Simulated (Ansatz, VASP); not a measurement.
# One calculation of RbMgSbO3, two programs

```
Rb Mg Sb O
1.0
     3.09146    1.78485    4.07894
    -3.09146    1.78485    4.07894
     0.00000   -3.56971    4.07894
Rb Mg Sb O
1 1 1 3
Direct
  0.87798 0.87798 0.87798
  0.33197 0.33197 0.33197
  0.57549 0.57549 0.57549
  0.49459 0.49459 0.96587
  0.96587 0.49459 0.49459
  0.49459 0.96587 0.49459
```

Change from the starting cell: strain +0.0150 x Voigt [0, 0, 1, 0, 0, 0], atoms carried along.

Alike in both runs: task single point; functional r2SCAN; k mesh 6 × 6 × 6; occupations gaussian, width 0.05 eV; no spin polarisation.

```csv
,VASP,Ansatz
version,VASP 6.6.1,Ansatz 0.2.0
potentials or method,"VASP PAW PBE potentials, release 64 (Rb_sv, Mg, Sb, O), cutoff 520 eV","scalar-relativistic, plane waves, PAW"
valence electrons in the cell,34,52
```

VASP gave:

- gap on the k mesh at the Fermi level (eV): 3.62
- least direct gap on the mesh (eV): 3.62
- pressure (GPa): -0.5
- traceless stress, the component that is largest in VASP (GPa): -0.42
- rms of the force components (eV/Å): 0.039

Problem. What did Ansatz give for the same quantities?

Solution. gap on the k mesh at the Fermi level (eV): 3.63; least direct gap on the mesh (eV): 3.63; pressure (GPa): -0.6; traceless stress, the component that is largest in VASP (GPa): -0.38; rms of the force components (eV/Å): 0.100.

VASP's potentials were made for PBE, not for r2SCAN. Atom by atom the forces differ by 0.072 eV/Å (rms over components). The functional is the same, so the differences come from potentials, cutoffs and numerics. VASP's potentials hold 34 valence electrons a cell and Ansatz's 52, so a difference there can come from the potentials and not from the codes.

Neither program's run includes spin-orbit coupling.
